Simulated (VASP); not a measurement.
## Ge3H: single point with PBE

System: Ge3H, a wire with vacuum.

```
Ge H
1.0
    21.70000    0.00000    0.00000
     0.00000   10.00000    0.00000
     0.00000    0.00000    7.00411
Ge H
12 4
Cartesian
  15.9048 4.6610 2.3347
  11.8610 4.6610 2.3347
  13.8829 4.6610 5.8368
  7.8171 4.6610 2.3347
  9.8390 4.6610 5.8368
  5.7952 4.6610 5.8368
  13.8829 5.3390 1.1674
  15.9048 5.3390 4.6694
  9.8390 5.3390 1.1674
  11.8610 5.3390 4.6694
  5.7952 5.3390 1.1674
  7.8171 5.3390 4.6694
  17.1856 5.0905 1.5953
  4.5144 5.0905 5.0973
  17.1856 4.9095 5.4089
  4.5144 4.9095 1.9068
```

```
Program             : VASP 6.6.1
Task                : single point
Functional          : PBE
Potentials or basis : VASP PAW PBE potentials, release 64 (Ge_d, H)
Cutoff              : 410 eV
k mesh              : 1 × 1 × 8
Occupations         : gaussian, width 0.05 eV
Spin                : no spin polarisation
```

* Largest force: 0.798 eV/Å
* Band gap on the k mesh: 0.42 eV

Forces in eV/Å, atoms in the order of the input:
```
Ge  -0.505  0.043  0.616
Ge   0.121 -0.026  0.007
Ge   0.129 -0.013 -0.191
Ge  -0.129 -0.013 -0.191
Ge  -0.121 -0.026  0.007
Ge   0.505  0.043  0.616
Ge   0.129  0.013  0.191
Ge  -0.505 -0.043 -0.616
Ge  -0.121  0.026 -0.007
Ge   0.121  0.026 -0.007
Ge   0.505 -0.043 -0.616
Ge  -0.129  0.013  0.191
H    0.263  0.105 -0.175
H   -0.263  0.105 -0.175
H    0.263 -0.105  0.175
H   -0.263 -0.105  0.175
```

Levels at points of the mesh, in eV from the valence-band top:
| k point | band 82 | band 83 | band 84 | band 85 | band 86 | band 87 | band 88 | band 89 | band 90 | band 91 |
| --- | --- | --- | --- | --- | --- | --- | --- | --- | --- | --- |
| (0.00, 0.00, 0.00) | -1.10 | -0.64 | -0.62 | -0.33 | 0.00 | 0.42 | 0.80 | 0.83 | 1.50 | 1.74 |
| (0.00, 0.00, 0.50) | -1.62 | -1.34 | -1.34 | -0.94 | -0.94 | 1.09 | 1.09 | 1.74 | 1.74 | 2.19 |

Run time: 13 min on 1 thread of AMD EPYC 9R45 96-Core Processor (Zen 5) (shared host), peak memory 1.1 GiB.
